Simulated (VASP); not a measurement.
Sn3GeTe4: single point with PBE

The system is Sn3GeTe4.

```
CELL_PARAMETERS angstrom
4.47186 0.00000 0.00000
0.00000 4.47186 0.00000
0.00000 0.00000 12.62354
ATOMIC_POSITIONS crystal
Sn 0.00000 0.00000 0.00000
Sn 0.50000 0.50000 0.25292
Sn 0.50000 0.50000 0.74708
Ge 0.00000 0.00000 0.50000
Te 0.00000 0.00000 0.25861
Te 0.50000 0.50000 0.50000
Te 0.00000 0.00000 0.74139
Te 0.50000 0.50000 0.00000
```

| Quantity | Value |
| --- | --- |
| Program | VASP 6.6.1 |
| Task | single point |
| Functional | PBE |
| Potentials or basis | VASP PAW PBE potentials, release 64 (Sn_d, Ge_d, Te) |
| Cutoff | 520 eV |
| k mesh | 4 × 4 × 2 |
| Occupations | gaussian, width 0.1 eV |
| Spin | no spin polarisation |

```json
{
 "Pressure": "-0.1 GPa",
 "Largest force": "0.039 eV/Å",
 "Band gap on the k mesh": "0.02 eV"
}
```

Forces in eV/Å, atoms in the order of the input:
```
Sn   0.000  0.000  0.000
Sn   0.000  0.000 -0.007
Sn   0.000  0.000  0.007
Ge   0.000  0.000  0.000
Te   0.000  0.000 -0.039
Te   0.000  0.000  0.000
Te   0.000  0.000  0.039
Te   0.000  0.000  0.000
```

Stress tensor (GPa, compression positive):
```
-0.10  0.00  0.00
 0.00 -0.10  0.00
 0.00  0.00  0.00
```

Levels at points of the mesh, in eV from the valence-band top:
| k point | band 37 | band 38 | band 39 | band 40 | band 41 | band 42 | band 43 | band 44 |
| --- | --- | --- | --- | --- | --- | --- | --- | --- |
| (0.00, 0.00, 0.00) | -2.12 | -2.02 | -2.02 | -1.80 | 1.76 | 1.96 | 2.31 | 2.92 |
| (0.50, 0.00, 0.00) | -1.31 | -1.03 | -0.32 | 0.00 | 0.02 | 0.11 | 0.15 | 0.26 |
| (0.50, 0.50, 0.00) | -3.57 | -3.57 | -0.97 | -0.75 | 0.61 | 0.88 | 2.31 | 2.31 |
| (0.00, 0.00, 0.50) | -2.22 | -2.22 | -1.11 | -1.02 | 1.26 | 1.38 | 2.48 | 2.55 |
| (0.50, 0.00, 0.50) | -1.30 | -0.84 | -0.74 | -0.73 | 0.29 | 0.56 | 0.59 | 0.60 |
| (0.50, 0.50, 0.50) | -2.72 | -2.51 | -2.48 | -2.47 | 2.65 | 2.73 | 2.96 | 2.97 |

Wall time 110 s on 1 thread of Intel(R) Xeon(R) 6975P-C (Granite Rapids), on a shared host, peak memory 0.41 GiB.

Caveat: spin-orbit coupling is left out, which moves the levels of the heavy elements. A k mesh can miss the band edges.
